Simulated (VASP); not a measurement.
Here is a VASP 6.6.1 calculation.

Contents of INCAR:

```
SYSTEM = CaS
ALGO = Normal ; EDIFF = 1E-8
ENCUT = 400 ; GGA = PE
GGA_COMPAT = .FALSE. ; ISIF = 2
ISMEAR = -1 ; LASPH = .TRUE.
LCHARG = .FALSE. ; LEFG = .TRUE.
LREAL = .FALSE. ; LWAVE = .FALSE.
NBANDS = 15 ; NELM = 120
PREC = Accurate ; SIGMA = 0.01
```

Contents of KPOINTS:

```
k-points
0
G
  7 7 7
  0 0 0
```

POSCAR

```
CaS
1.0
    0.0000000000      2.8430000000      2.8430000000
    2.8430000000      0.0000000000      2.8430000000
    2.8430000000      2.8430000000      0.0000000000
Ca S
1 1
Direct
    0.0000000000      0.0000000000      0.0000000000
    0.5000000000      0.5000000000      0.5000000000
```

Potentials or basis: VASP PAW PBE potentials, release 64 (Ca_sv, S).

Command:

```bash
$ cat potpaw_PBE.64/Ca_sv/POTCAR potpaw_PBE.64/S/POTCAR > POTCAR
$ mpirun -np 1 vasp_std > vasp.out
```

Task: Predict the band gap on the k mesh.

Result: 2.41 eV, indirect (least direct gap 3.20 eV).

Task: What does it give for the pressure?

Result: 1.0 GPa.

Caveat: without QUAD_EFG the Cq values of the log hold for a quadrupole moment of 1 mb, not for the nuclei. A k mesh can miss the band edges.
